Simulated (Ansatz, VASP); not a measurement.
AlSi16 in VASP and in Ansatz

```
Si Al
1.0
     0.00000    5.43000    5.43000
     5.43000    0.00000    5.43000
     5.43000    5.43000    0.00000
Si Al
16 1
Direct
  0.99598 0.00155 0.00141
  0.12634 0.12386 0.12371
  0.00438 0.98711 0.50445
  0.12636 0.12391 0.62643
  0.00439 0.50460 0.98693
  0.12636 0.62657 0.12377
  0.00447 0.50468 0.50455
  0.12503 0.62532 0.62513
  0.50133 0.00153 0.00140
  0.62499 0.12521 0.12507
  0.50134 0.00156 0.49605
  0.62364 0.12387 0.62641
  0.50134 0.49620 0.00142
  0.62366 0.62654 0.12374
  0.48682 0.50461 0.50448
  0.62369 0.62657 0.62643
  0.87503 0.37532 0.37514
```

Alike in both runs: functional PBE; k mesh 2 × 2 × 2; occupations gaussian, width 0.05 eV; collinear spin.

Ansatz relaxed the structure, and its values are those at the end. VASP's run is a single point on that final structure, the one shown.

|  | VASP | Ansatz |
| --- | --- | --- |
| version | VASP 6.6.1 | Ansatz 0.2.0 |
| potentials or method | VASP PAW PBE potentials, release 64 (Si, Al), cutoff 520 eV | scalar-relativistic, plane waves, PAW |
| valence electrons in the cell | 67 | 67 |

```csv
,VASP,Ansatz,Ansatz less VASP
rms of the force components (eV/Å),0.007,0.008,+0.0008
net moment per atom (μB),0.00,0.00,0.000
```

Ansatz's warnings: seeded moment not kept.

The k mesh is coarse, so the values compare programs but aren't converged.
